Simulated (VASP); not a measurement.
# V: single point with PBE

System: V, a slab with vacuum.

```
V
1.0
     2.99710    0.00000    0.00000
     0.00000    2.99710    0.00000
     0.00000    0.00000   16.00000
V
1
Direct
  0.00000 0.00000 0.50000
```

- Program: VASP 6.6.1
- Task: single point
- Functional: PBE
- Potentials or basis: VASP PAW PBE potentials, release 64 (V_sv)
- Cutoff: 520 eV
- k mesh: 11 × 11 × 1
- Occupations: fermi-dirac, width 0.05 eV
- Spin: no spin polarisation
- Dipole correction: yes
- Further INCAR settings: ALGO = Normal; EDIFF = 1e-06; NBANDS = 12

```yaml
Band_gap_on_the_k_mesh: zero (an odd number of electrons rules out a gap without spin polarisation)
```

Levels at points of the mesh, in eV from the Fermi level:
| k point | band 4 | band 5 | band 6 | band 7 | band 8 | band 9 | band 10 | band 11 |
| --- | --- | --- | --- | --- | --- | --- | --- | --- |
| (0.00, 0.00, 0.00) | -38.08 | -3.44 | -0.83 | -0.25 | 0.72 | 0.94 | 0.94 | 1.64 |

It took 71 s on 1 thread of Intel Xeon 8259CL (shared host), peak memory 0.25 GiB.
